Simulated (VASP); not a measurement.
GaAs (dq13), 2 atoms in the cell. The structure is cubic, space group F-43m (No. 216). Conventional cell: a = 5.603 Å, b = 5.603 Å, c = 5.603 Å, α = 90.00°, β = 90.00°, γ = 90.00°. Ga (site symmetry -43m) has 4 As at 2.43 Å within 3.2 Å. Within 3.2 Å of As (site symmetry -43m) lie 4 Ga at 2.43 Å. 

- Program: VASP 6.6.1
- Task: relaxation of cell and atoms
- Functional: LDA
- Potentials or basis: VASP PAW LDA potentials, release 64 (Ga_d, As)
- Cutoff: 600 eV
- k mesh: 12 × 12 × 12
- Occupations: gaussian, width 0.01 eV
- Spin: no spin polarisation
- Dipole correction: no
- Further INCAR settings: ALGO = Normal; EDIFF = 1e-07; IBRION = 2; EDIFFG = -0.001; NSW = 80; ISIF = 3

Potentials or basis: VASP PAW LDA potentials, release 64 (Ga_d, As).

Launch:

```bash
$ cat potpaw_LDA.64/Ga_d/POTCAR potpaw_LDA.64/As/POTCAR > POTCAR
$ mpirun -np 1 vasp_std > vasp.out
```

Hardware: 1 thread of Intel(R) Xeon(R) 6975P-C (Granite Rapids) (shared host).

Problem. How long does it take, and how much memory?

Solution. It took 42 s on 1 thread of Intel(R) Xeon(R) 6975P-C (Granite Rapids), with other jobs on the host, peak memory 0.2 GiB. Counts: scf iterations 37, k points 72, ion steps 6.
